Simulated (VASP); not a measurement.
A run of VASP 6.6.1 is set up as follows.

Contents of INCAR:

```
ALGO = Fast ; EDIFF = 1E-6
ENCUT = 520 ; GGA = CA
ISIF = 2 ; ISMEAR = 0
LASPH = True ; LCHARG = False
LREAL = False ; LWAVE = False
NBANDS = 27 ; NELM = 60
PREC = Accurate ; SIGMA = 0.1
```

Contents of KPOINTS:

```
k-points
0
Gamma
  10 10 10
```

File POSCAR:

```
TiAl2
1.0
    1.9318918288     -5.9735899594      0.0000000000
    1.9318918288      5.9735899594      0.0000000000
    0.0000000000      0.0000000000      3.9315125167
Ti Al
2 4
Direct
    0.6560629582      0.3439370418      0.0000000000
    0.3439370418      0.6560629582      0.0000000000
    0.0000000000      0.0000000000      0.0000000000
    0.8269844142      0.1730155858      0.5000000000
    0.1730155858      0.8269844142      0.5000000000
    0.5000000000      0.5000000000      0.5000000000
```

Potentials or basis: VASP PAW LDA potentials, release 64 (Ti_sv, Al).

Command:

```bash
$ cat potpaw_LDA.64/Ti_sv/POTCAR potpaw_LDA.64/Al/POTCAR > POTCAR
$ mpirun -np 1 vasp_std > vasp.out
```

(1) What does it give for the band gap on the k mesh?

(2) Predict the largest force.

(3) Predict the pressure.

Results:

(1) zero (band 18 reaches 9.74 eV, above the bottom of band 19 at 8.17 eV).

(2) 0.004 eV/Å.

(3) 0.2 GPa.
